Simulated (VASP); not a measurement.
Input of a VASP 6.6.1 run:

POSCAR

```
BaS
1.0
    5.3844481214      0.0000000000      0.0000000000
   -2.6922240607      4.6630688585      0.0000000000
    0.0000000000      0.0000000000      6.3816974437
Ba S
2 2
Direct
    0.3333333333      0.6666666667      0.2500000000
    0.6666666667      0.3333333333      0.7500000000
    0.6666666667      0.3333333333      0.2500000000
    0.3333333333      0.6666666667      0.7500000000
```

INCAR.step1

```
SYSTEM = BaS
ALGO = Normal
EDIFF = 1E-4
ENCUT = 520
GGA = PE
ISMEAR = 0
LASPH = .True.
LCHARG = .False.
LREAL = .False.
LWAVE = .True.
NBANDS = 24
NELM = 80
PREC = Accurate
SIGMA = 0.01
```

File INCAR.step2:

```
SYSTEM = BaS
ALGO = Normal
EDIFF = 1E-6
ENCUT = 520
ISIF = 2
ISMEAR = 0
ISTART = 1
LASPH = .True.
LCHARG = .False.
LMIXTAU = .True.
LREAL = .False.
LWAVE = .False.
METAGGA = R2SCAN
NBANDS = 24
NELM = 80
PREC = Accurate
SIGMA = 0.01
```

File KPOINTS:

```
k-points
0
Gamma
  6 6 4
  0 0 0
```

Potentials or basis: VASP PAW PBE potentials, release 64 (Ba_sv, S).

Command:

```bash
$ cat potpaw_PBE.64/Ba_sv/POTCAR potpaw_PBE.64/S/POTCAR > POTCAR
$ cp INCAR.step1 INCAR
$ mpirun -np 1 vasp_std > vasp.out
$ cp INCAR.step2 INCAR
$ mpirun -np 1 vasp_std > vasp.out
```

Question: Estimate the band gap on the k mesh.

Answer: 2.82 eV, indirect (least direct gap 2.97 eV).

Question: Estimate the pressure.

Answer: 0.4 GPa.

Stress tensor (GPa, compression positive):
```
0.37 0.00 0.00
0.00 0.37 0.00
0.00 0.00 0.51
```

Caveat: the PAW data sets were made with another functional, which shifts forces and pressure a little; spin-orbit coupling is left out, which moves the levels of the heavy elements. r2SCAN opens gaps a little over a GGA but as a rule still falls short of measured ones.
